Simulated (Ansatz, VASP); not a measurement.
# One calculation of Mg3CdTe4, two programs

The input INCAR:

```
SYSTEM = Mg3CdTe4
PREC = Accurate
ENCUT = 600
EDIFF = 1E-6
ISMEAR = 0
SIGMA = 0.02
LREAL = .False.
LASPH = .True.
NELM = 60
ALGO = Normal
ISIF = 3
LWAVE = .False.
LCHARG = .False.
GGA = PE
IBRION = 2
NSW = 100
EDIFFG = -0.01
```

The input KPOINTS:

```
Automatic mesh
0
Gamma
  6 6 2
  0 0 0
```

Contents of POSCAR:

```
Mg3CdTe4
1.0
    4.6252241933      0.0000000000      0.0000000000
    0.0000000000      4.6252241933      0.0000000000
    0.0000000000      0.0000000000     12.9416865637
Mg Cd Te
3 1 4
Direct
    0.0000000000      0.0000000000      0.0000000000
    0.5000000000      0.5000000000      0.2479296904
    0.5000000000      0.5000000000      0.7520703096
    0.0000000000      0.0000000000      0.5000000000
    0.5000000000      0.0000000000      0.3709165228
    0.0000000000      0.5000000000      0.6290834772
    0.5000000000      0.0000000000      0.8760228558
    0.0000000000      0.5000000000      0.1239771442
```

Input for Ansatz:

```yaml
crystal:
  lattice:
    - [4.6252241933, 0.0, 0.0]
    - [0.0, 4.6252241933, 0.0]
    - [0.0, 0.0, 12.9416865637]
  atoms:
    - { symbol: Mg, position: [0.0, 0.0, 0.0] }
    - { symbol: Mg, position: [0.5, 0.5, 0.2479296904] }
    - { symbol: Mg, position: [0.5, 0.5, 0.7520703096] }
    - { symbol: Cd, position: [0.0, 0.0, 0.5] }
    - { symbol: Te, position: [0.5, 0.0, 0.3709165228] }
    - { symbol: Te, position: [0.0, 0.5, 0.6290834772] }
    - { symbol: Te, position: [0.5, 0.0, 0.8760228558] }
    - { symbol: Te, position: [0.0, 0.5, 0.1239771442] }
basis:
  ecutwfc: 420
kpoints:
  mp_grid: { grid: [6, 6, 2] }
hamiltonian:
  xc: pbe
scf:
  occupations: { method: gaussian, width: 0.02 }
output:
  forces: true
  stress: true
  eigenvalues: true
relax:
  adjacent_minimum: "off"
  f_tol: 0.01
  max_steps: 80
  cell: { stress_tol: 0.05 }
```

Alike in both runs: task relaxation of cell and atoms; functional PBE; k mesh 6 × 6 × 2; occupations gaussian, width 0.02 eV; no spin polarisation.

|  | VASP | Ansatz |
| --- | --- | --- |
| version | VASP 6.6.1 | Ansatz 0.2.0 |
| potentials or method | VASP PAW PBE potentials, release 64 (Mg, Cd, Te), cutoff 600 eV | scalar-relativistic, plane waves, PAW |
| valence electrons in the cell | 42 | 114 |

Ansatz gave:

```
gap on the k mesh at the Fermi level, each at its own relaxed structure (eV) : 1.78
relaxed volume (Å³/atom)                                                     : 34.91
relaxed length of the cell vector where the two differ most in proportion (Å)              : 4.632
```

Problem. What did VASP give for the same quantities?

Solution. gap on the k mesh at the Fermi level, each at its own relaxed structure (eV): 1.77; relaxed volume (Å³/atom): 34.90; relaxed length of the cell vector where the two differ most in proportion (Å): 4.631.

VASP's potentials hold 42 valence electrons a cell and Ansatz's 114, so a difference there can come from the potentials and not from the codes.

Neither program's run includes spin-orbit coupling.
